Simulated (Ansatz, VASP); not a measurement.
## Two plane-wave programs on SnO2

```xyz
3
Lattice="1.6039 0.9260 4.0814 -1.6039 0.9260 4.0814 0.0000 -1.8520 4.0814" Properties=species:S:1:pos:R:3 pbc="T T T"
Sn    0.0289    0.0289    6.1509
O     0.0000    0.0000    3.0021
O     0.0000    0.0000    9.2420
```

Change from the starting cell: all Sn atoms moved +0.050 Å, as atom 1 along Cartesian [1 1 1].

Alike in both runs: task single point; functional LDA; k mesh 12 × 12 × 12; occupations gaussian, width 0.05 eV; no spin polarisation.

```csv
,VASP,Ansatz
version,VASP 6.6.1,Ansatz 0.2.0
potentials or method,"VASP PAW LDA potentials, release 64 (Sn_d, O), cutoff 520 eV","scalar-relativistic, plane waves, PAW"
valence electrons in the cell,26,26
```

```csv
,VASP,Ansatz,Ansatz less VASP
gap on the k mesh at the Fermi level (eV),1.56,1.55,-0.008
least direct gap on the mesh (eV),1.56,1.55,-0.008
pressure (GPa),1.3,0.3,-1.00
"traceless stress, the component that is largest in VASP (GPa)",-0.87,-0.19,+0.680
rms of the force components (eV/Å),0.337,0.326,-0.0111
```

LDA's correlation is that of Perdew and Zunger in VASP and of Perdew and Wang (1992) in Ansatz. Atom by atom the forces differ by 0.032 eV/Å (rms over components).
